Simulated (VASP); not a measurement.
# Si (P1) in VASP: further runs, part 2 of 2

VASP 6.6.1. The steps go on from the part before.

### 4 Single point, HSE06

File POSCAR:

```
Si
1.0
   10.8600000000      0.0000000000      0.0000000000
    0.0000000000      5.4300000000      0.0000000000
    0.0000000000      0.0000000000      5.4300000000
Si
15
Direct
    0.0005740000      0.9966860000      0.9921590000
    0.0028620000      0.5036580000      0.5014090000
    0.2539240000      0.0032970000      0.4986950000
    0.1204690000      0.2497770000      0.2512250000
    0.1247400000      0.7467910000      0.7517610000
    0.3744750000      0.2449760000      0.7545420000
    0.3679700000      0.7566100000      0.2540310000
    0.5017240000      0.9954420000      0.9968840000
    0.5043080000      0.4982360000      0.5079880000
    0.7511870000      0.9969860000      0.4993270000
    0.7489650000      0.5033010000      0.0024170000
    0.6236760000      0.2419470000      0.2570220000
    0.6274030000      0.7549770000      0.7402560000
    0.8762100000      0.2501360000      0.7411620000
    0.8705500000      0.7615670000      0.2525200000
```

File INCAR.step1:

```
SYSTEM = Si
PREC     = Accurate       ! precision mode
ENCUT    = 400            ! plane-wave cutoff, eV
EDIFF    = 1E-5           ! SCF threshold, eV
ISMEAR   = 0              ! smearing method
SIGMA    = 0.01           ! smearing width, eV
LREAL    = .FALSE.        ! projectors in reciprocal space
LASPH    = .TRUE.         ! aspherical terms in the spheres
NELM     = 120            ! most SCF steps
ALGO     = Normal         ! electronic algorithm
ISIF     = 2              ! what is computed and relaxed
LWAVE    = .TRUE.         ! write WAVECAR
NBANDS   = 43             ! bands
GGA      = PE             ! functional
NELECT   = 58.0         
GGA_COMPAT= .FALSE.
```

File INCAR.step2:

```
SYSTEM = Si
PREC     = Accurate       ! precision mode
ENCUT    = 400            ! plane-wave cutoff, eV
EDIFF    = 1E-6           ! SCF threshold, eV
ISMEAR   = 0              ! smearing method
SIGMA    = 0.01           ! smearing width, eV
LREAL    = .FALSE.        ! projectors in reciprocal space
LASPH    = .TRUE.         ! aspherical terms in the spheres
NELM     = 120            ! most SCF steps
ALGO     = Normal         ! electronic algorithm
ISIF     = 2              ! what is computed and relaxed
LWAVE    = .FALSE.        ! write WAVECAR
LCHARG   = .TRUE.         ! write CHGCAR
GGA      = PE             ! functional
LHFCALC  = .TRUE.         ! exact exchange
HFSCREEN = 0.2079         ! screening, 1/A
PRECFOCK = Fast         
LELF     = .TRUE.         ! ELF
LVHAR    = .TRUE.       
NBANDS   = 43             ! bands
ISTART   = 1            
NELECT   = 58.0         
GGA_COMPAT= .FALSE.
```

File KPOINTS:

```
Automatic mesh
0
G
  1 1 1
  0 0 0
```

The run is started by

```bash
$ cat potpaw_PBE.64/Si/POTCAR > POTCAR
$ cp INCAR.step1 INCAR
$ mpirun -np 1 vasp_gam > vasp.out
$ cp INCAR.step2 INCAR
$ mpirun -np 1 vasp_gam > vasp.out
```

Wall time 42 s (1 thread of Intel Xeon 6975P-C (Granite Rapids), shared host); peak memory 0.36 GiB.

The run converged. Its results:

| Quantity | Value |
| --- | --- |
| Free energy | -98.0777 eV |
| Largest force | 2.248 eV/Å |

Forces on the atoms (eV/Å):
```
Si   0.159  0.313  0.369
Si  -0.083  0.221 -0.312
Si  -1.144  0.221  0.367
Si  -0.597 -0.445  0.078
Si  -0.438  0.379 -0.309
Si   1.329  0.168 -0.313
Si   2.159 -0.604 -0.176
Si  -0.812 -0.032  0.385
Si  -1.317 -0.005 -0.456
Si  -0.121  0.730  0.173
Si   0.098 -0.326 -0.054
Si   0.121  0.045 -0.123
Si  -0.026  0.016  0.375
Si  -0.121 -0.182  0.113
Si   0.795 -0.499 -0.117
```

Levels at points of the mesh, in eV from the Fermi level:
| k point | band 27 | band 28 | band 29 | band 30 | band 31 | band 32 |
| --- | --- | --- | --- | --- | --- | --- |
| (0.00, 0.00, 0.00) | -0.93 | -0.24 | -0.08 | 2.01 | 2.28 | 2.40 |

Caveat: the k points lie up to 1.16 Å⁻¹ apart; the cell carries a net charge on a neutralising background, which shifts energy and pressure; the cell is charged against a uniform background, so pressure and absolute levels hang on convention; the PAW data sets were made with another functional, which shifts forces and pressure a little.

### 5 Single point, HSE06

POSCAR is that of step 4.

File INCAR.step1:

```
PREC = Accurate ; ENCUT = 400
EDIFF = 1E-5 ; ISMEAR = -1
SIGMA = 0.01 ; LREAL = F
LASPH = T ; NELM = 120
ALGO = Normal ; ISIF = 2
LWAVE = T ; NBANDS = 43
GGA = PE ; NELECT = 58.0
GGA_COMPAT = F
```

File INCAR.step2:

```
PREC = Accurate ; ENCUT = 400
EDIFF = 1E-6 ; ISMEAR = -1
SIGMA = 0.01 ; LREAL = F
LASPH = T ; NELM = 120
ALGO = Normal ; ISIF = 2
LWAVE = F ; LCHARG = T
GGA = PE ; LHFCALC = T
HFSCREEN = 0.2079 ; PRECFOCK = Fast
LELF = T ; LVHAR = T
NBANDS = 43 ; ISTART = 1
NELECT = 58.0 ; GGA_COMPAT = F
```

File KPOINTS:

```
regular mesh
0
Gamma
  1 1 1
```

Potentials or basis: VASP PAW PBE potentials, release 64 (Si).

The run is started by

```bash
$ cat potpaw_PBE.64/Si/POTCAR > POTCAR
$ cp INCAR.step1 INCAR
$ mpirun -np 1 vasp_gam > vasp.out
$ cp INCAR.step2 INCAR
$ mpirun -np 1 vasp_gam > vasp.out
```

OUTCAR:

```text
PREC = Accurate
   ENCUT = 400
   EDIFF = 1E-6
   ISMEAR = -1
   LREAL = F
   LASPH = T
   NELM = 120
   ISIF = 2
   GGA = PE
   LHFCALC = T
   HFSCREEN = 0.2079
   PRECFOCK = Fast
   ISTART = 1
   NELECT = 58.0

 ion  position               nearest neighbor table
   1  0.001  0.997  0.992-   5 2.32   4 2.36  14 2.36  15 2.37
[... 270 lines left out ...]

 VOLUME and BASIS-vectors are now :
 -----------------------------------------------------------------------------
  energy-cutoff  :      400.00
  volume of cell :      320.21
      direct lattice vectors                 reciprocal lattice vectors
    10.860000000  0.000000000  0.000000000     0.092081031  0.000000000  0.000000000
     0.000000000  5.430000000  0.000000000     0.000000000  0.184162063  0.000000000
     0.000000000  0.000000000  5.430000000     0.000000000  0.000000000  0.184162063

 POSITION                                       TOTAL-FORCE (eV/Angst)
 -----------------------------------------------------------------------------------
      0.00623      5.41200      5.38742         0.159052      0.312638      0.369229
      0.03108      2.73486      2.72265        -0.083243      0.221477     -0.311804
      2.75761      0.01790      2.70791        -1.143713      0.220875      0.367024
      1.30829      1.35629      1.36415        -0.597189     -0.445396      0.078023
      1.35468      4.05508      4.08206        -0.438386      0.378829     -0.309002
      4.06680      1.33022      4.09716         1.328824      0.168132     -0.312639
      3.99615      4.10839      1.37939         2.158595     -0.603548     -0.175869
      5.44872      5.40525      5.41308        -0.812457     -0.032342      0.384914
      5.47678      2.70542      2.75837        -1.317360     -0.005268     -0.456393
      8.15789      5.41363      2.71135        -0.120773      0.730249      0.172785
      8.13376      2.73292      0.01312         0.097915     -0.325848     -0.053591
      6.77312      1.31377      1.39563         0.120646      0.044890     -0.123413
      6.81360      4.09953      4.01959        -0.025629      0.015964      0.374538
      9.51564      1.35824      4.02451        -0.121341     -0.181907      0.112814
      9.45417      4.13531      1.37118         0.795058     -0.498744     -0.116616
 -----------------------------------------------------------------------------------
    total drift:                               -0.000036     -0.000047      0.000139

  FREE ENERGIE OF THE ION-ELECTRON SYSTEM (eV)
  ---------------------------------------------------
  free  energy   TOTEN  =       -98.0776838664 eV

  energy  without entropy=      -98.0776838664  energy(sigma->0) =      -98.07768387
```

Wall time 34 s (1 thread of Intel Xeon 6975P-C (Granite Rapids), shared host); peak memory 0.36 GiB.

What came out:

* Free energy: -98.0777 eV
* Largest force: 2.248 eV/Å

Forces on the atoms (eV/Å):
```
Si   0.159  0.313  0.369
Si  -0.083  0.221 -0.312
Si  -1.144  0.221  0.367
Si  -0.597 -0.445  0.078
Si  -0.438  0.379 -0.309
Si   1.329  0.168 -0.313
Si   2.159 -0.604 -0.176
Si  -0.812 -0.032  0.385
Si  -1.317 -0.005 -0.456
Si  -0.121  0.730  0.173
Si   0.098 -0.326 -0.054
Si   0.121  0.045 -0.123
Si  -0.026  0.016  0.375
Si  -0.121 -0.182  0.113
Si   0.795 -0.499 -0.117
```

Caveat: the k points lie up to 1.16 Å⁻¹ apart; the cell carries a net charge on a neutralising background, which shifts energy and pressure; the cell is charged against a uniform background, so pressure and absolute levels hang on convention; the PAW data sets were made with another functional, which shifts forces and pressure a little.
